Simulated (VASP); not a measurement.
Here is a VASP 6.6.1 calculation.

INCAR

```
SYSTEM = Pt
PREC     = Accurate       ! precision mode
ENCUT    = 600            ! plane-wave cutoff, eV
EDIFF    = 1E-7           ! SCF threshold, eV
ISMEAR   = -1             ! smearing method
SIGMA    = 0.1            ! smearing width, eV
LREAL    = .False.        ! projectors in reciprocal space
LASPH    = .True.         ! aspherical terms in the spheres
NELM     = 100            ! most SCF steps
ALGO     = Normal         ! electronic algorithm
ISIF     = 8              ! what is computed and relaxed
LWAVE    = .False.        ! write WAVECAR
LCHARG   = .False.        ! write CHGCAR
GGA      = PS             ! functional
IBRION   = 2              ! ionic algorithm
NSW      = 80             ! ionic steps
EDIFFG   = -0.03          ! ionic threshold
```

The input KPOINTS:

```
regular mesh
0
Gamma
  11 11 11
  0 0 0
```

Contents of POSCAR:

```
Pt
1.0
    2.7731310000      0.0000000000      0.0000000000
    1.3865655000      2.4016018940      0.0000000000
    1.3865655000      0.8005339647      2.2642519800
Pt
1
Direct
    0.0000000000      0.0000000000      0.0000000000
```

Potentials or basis: VASP PAW PBE potentials, release 64 (Pt).

Command:

```bash
$ cat potpaw_PBE.64/Pt/POTCAR > POTCAR
$ mpirun -np 1 vasp_std > vasp.out
```

Question: Predict the space group after relaxing (to 0.05 Å).

Answer: Fm-3m (No. 225).

Question: Predict the relaxed volume.

Answer: 15.02 Å³/atom.

Question: Estimate the relaxed cell.

Answer: a = 2.770 Å, b = 2.770 Å, c = 2.770 Å, α = 60.00°, β = 60.00°, γ = 60.00°.

Final structure:
```xyz
1
Lattice="2.7697 0.0000 0.0000 1.3849 2.3987 0.0000 1.3849 0.7996 2.2615" Properties=species:S:1:pos:R:3 pbc="T T T"
Pt    0.0000    0.0000    0.0000
```

Caveat: the PAW data sets were made with another functional, which shifts forces and pressure a little.
